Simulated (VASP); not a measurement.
**Pt: single point with PBE**

Pt:

```
CELL_PARAMETERS angstrom
0.00000 1.96090 1.96090
1.96090 0.00000 1.96090
1.96090 1.96090 0.00000
ATOMIC_POSITIONS crystal
Pt 0.00000 0.00000 0.00000
```

| Property | Result |
| --- | --- |
| Program | VASP 6.6.1 |
| Task | single point |
| Functional | PBE |
| Potentials or basis | VASP PAW PBE potentials, release 64 (Pt) |
| Cutoff | 520 eV |
| k mesh | 12 × 12 × 12 |
| Occupations | gaussian, width 0.011 eV |
| Spin | no spin polarisation |

```
Pressure               : 9.6 GPa
Band gap on the k mesh : zero (band 5 reaches 11.78 eV, above the bottom of band 6 at 9.54 eV)
```

Levels at points of the mesh, in eV from the Fermi level:
| k point | band 2 | band 3 | band 4 | band 5 | band 6 | band 7 | band 8 | band 9 |
| --- | --- | --- | --- | --- | --- | --- | --- | --- |
| (0.00, 0.00, 0.00) | -3.81 | -3.81 | -3.81 | -1.65 | -1.65 | 14.61 | 19.58 | 19.58 |
| (0.50, 0.00, 0.00) | -3.87 | -3.87 | -0.50 | 0.02 | 0.02 | 5.82 | 14.18 | 18.96 |
| (0.50, 0.50, 0.00) | -6.64 | -0.01 | 0.48 | 0.48 | 1.75 | 8.86 | 11.37 | 11.37 |

It took 7.1 s on 1 thread of Intel(R) Xeon(R) Platinum 8488C (Sapphire Rapids), on a shared host, peak memory 0.14 GiB.

Caveat: spin-orbit coupling is left out, which moves the levels of the heavy elements.
